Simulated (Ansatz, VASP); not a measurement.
# One calculation of ZnS, two programs

File INCAR:

```
SYSTEM = ZnS
  PREC = Accurate
  ENCUT = 600
  EDIFF = 1E-6
  ISMEAR = -1
  SIGMA = 0.02
  LREAL = .FALSE.
  LASPH = .TRUE.
  NELM = 80
  ALGO = Normal
  ISIF = 3
  LWAVE = .FALSE.
  LCHARG = .FALSE.
  IBRION = 2
  NSW = 80
  EDIFFG = -0.01
```

Contents of KPOINTS:

```
regular mesh
0
G
  12 12 4
  0 0 0
```

The input POSCAR:

```
ZnS
1.0
    3.8110000000      0.0000000000      0.0000000000
   -1.9055000000      3.3004228100      0.0000000000
    0.0000000000      0.0000000000      6.2340000000
Zn S
2 2
Direct
    0.3333333300      0.6666666700      0.0000000000
    0.6666666700      0.3333333300      0.5000000000
    0.3333333300      0.6666666700      0.3850000000
    0.6666666700      0.3333333300      0.8850000000
```

Input for Ansatz:

```yaml
crystal:
  lattice:
    - [3.811, 0.0, 0.0]
    - [-1.9055, 3.30042281, 0.0]
    - [0.0, 0.0, 6.234]
  atoms:
    - { symbol: Zn, position: [0.33333333, 0.66666667, 0.0] }
    - { symbol: Zn, position: [0.66666667, 0.33333333, 0.5] }
    - { symbol: S, position: [0.33333333, 0.66666667, 0.385] }
    - { symbol: S, position: [0.66666667, 0.33333333, 0.885] }
  symmetry: { tolerance: 0.0003 }
hamiltonian:
  xc: lda
  pseudopotentials: { kind: paw, azcp: { folder: soft_1 } }
basis:
  ecutwfc: 420
magnetization:
  spin_polarized: false
scf:
  occupations: { method: fermi_dirac, width: 0.02 }
kpoints:
  mp_grid: { grid: [12, 12, 4], shift: [0, 0, 0] }
output:
  forces: true
  stress: true
  eigenvalues: true
relax:
  max_steps: 60
  cell: {}
```

Alike in both runs: task relaxation of cell and atoms; functional LDA; k mesh 12 × 12 × 4; occupations fermi-dirac, width 0.02 eV; no spin polarisation.

```csv
,VASP,Ansatz
version,VASP 6.6.1,Ansatz 0.2.0
potentials or method,"VASP PAW LDA potentials, release 64 (Zn, S), cutoff 600 eV",PAW plane waves
valence electrons in the cell,36,36
```

|  | VASP | Ansatz | Ansatz less VASP |
| --- | --- | --- | --- |
| gap on the k mesh at the Fermi level, each at its own relaxed structure (eV) | 2.22 | 2.19 | -0.029 |
| relaxed volume (Å³/atom) | 18.64 | 18.58 | -0.056 |
| relaxed cell length with the largest relative difference (Å) | 3.743 | 3.738 | -0.0046 |

Ansatz warns that its potentials were made for another functional, while VASP's fit it. LDA's correlation is that of Perdew and Zunger in VASP and of Perdew and Wang (1992) in Ansatz.
